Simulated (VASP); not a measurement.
Runs of VASP 6.6.1 on NaF. The structure is that of space group Fm-3m (No. 225), or close to it. The cells are those of the table. 

```tsv
level	cell	k mesh	smearing	grid for exact exchange (PRECFOCK)	share of exact exchange	screening parameter	gap on the mesh (eV)	pressure (GPa)
PBE	a = 3.249, b = 3.249, c = 3.278 Å, angles 59.7, 59.7, 59.4°, 2 atoms	10 × 10 × 10	fermi-dirac 0.02 eV	-	-	-	(a)	3.5
PBE	a = 3.276, b = 3.276, c = 3.332 Å, angles 59.4, 59.4, 61.1°, 2 atoms	10 × 10 × 10	fermi-dirac 0.02 eV	-	-	-	6.21	1.3
HSE06	a = 3.396 Å, angles 60.0°, 2 atoms	6 × 6 × 6	gaussian 0.01 eV	Normal	0.25	0.2079 1/Å	7.85	-4.0
r2SCAN	a = 3.276, b = 3.276, c = 3.332 Å, angles 59.4, 59.4, 61.1°, 2 atoms	10 × 10 × 10	gaussian 0.01 eV	-	-	-	(b)	-2.5
r2SCAN	a = 3.249, b = 3.249, c = 3.278 Å, angles 59.7, 59.7, 59.4°, 2 atoms	10 × 10 × 10	gaussian 0.01 eV	-	-	-	7.29	-0.8
```

Alike in all rows: task single point; potentials or basis VASP PAW PBE potentials, release 64 (Na_pv, F); no spin polarisation; cutoff (eV) 520.

Task: Estimate the missing entries.

Result: (a) 6.42; (b) 7.08.

Caveats: the PAW data sets were made with another functional, which shifts forces and pressure a little (at least some runs); the cell stands under pressure (at least some runs); the cell stands under tension (at least some runs).

A k mesh can miss the band edges.
